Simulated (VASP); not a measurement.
# Ru6Cl: single point with PBE

Ru6Cl, a slab with vacuum:

```
Ru Cl
1.0
     2.71980    0.00000    0.00000
     0.00000    4.29666    0.00000
     0.00000    0.00000   20.83834
Ru Cl
6 1
Cartesian
  0.0000 3.2225 4.0000
  1.3599 1.0742 4.7851
  1.3599 3.2225 6.3554
  0.0000 1.0742 7.1004
  0.0000 3.2225 8.6866
  1.3599 1.0742 9.3383
  1.3599 2.3632 11.2517
```

```
Program             : VASP 6.6.1
Task                : single point
Functional          : PBE
Potentials or basis : VASP PAW PBE potentials, release 64 (Ru_pv, Cl)
Cutoff              : 520 eV
k mesh              : 10 × 6 × 1
Occupations         : gaussian, width 0.1 eV
Spin                : no spin polarisation
```

* Largest force: 1.017 eV/Å
* Band gap on the k mesh: zero (an odd number of electrons rules out a gap without spin polarisation)

Forces on the atoms (eV/Å):
```
Ru   0.000  0.020  1.017
Ru   0.000 -0.042 -0.701
Ru   0.000 -0.085 -0.024
Ru   0.000  0.142 -0.329
Ru   0.000  0.669 -0.688
Ru   0.000 -0.548  0.741
Cl   0.000 -0.157 -0.017
```

Levels at points of the mesh, in eV from the Fermi level:
```
           k point  band 42  band 43  band 44  band 45  band 46  band 47  band 48  band 49  band 50  band 51
(0.00, 0.00, 0.00)    -1.24    -1.18    -0.94    -0.77    -0.58    -0.22    -0.10     0.21     1.06     1.18
(0.50, 0.00, 0.00)    -0.77    -0.07     0.09     0.16     0.37     0.89     1.31     1.40     1.65     1.69
(0.00, 0.50, 0.00)    -1.21    -0.74    -0.28    -0.16     0.29     0.36     0.37     0.46     0.62     0.81
(0.50, 0.50, 0.00)    -0.64     0.04     0.25     0.49     0.56     1.03     1.16     1.35     1.65     1.69
```

It took 5.1 min on 1 thread of Intel(R) Xeon(R) 6975P-C (Granite Rapids), with other jobs on the host, peak memory 0.44 GiB.

Caveat: an odd number of electrons without spin polarisation forces a metal; a magnetic or distorted state may lie lower.
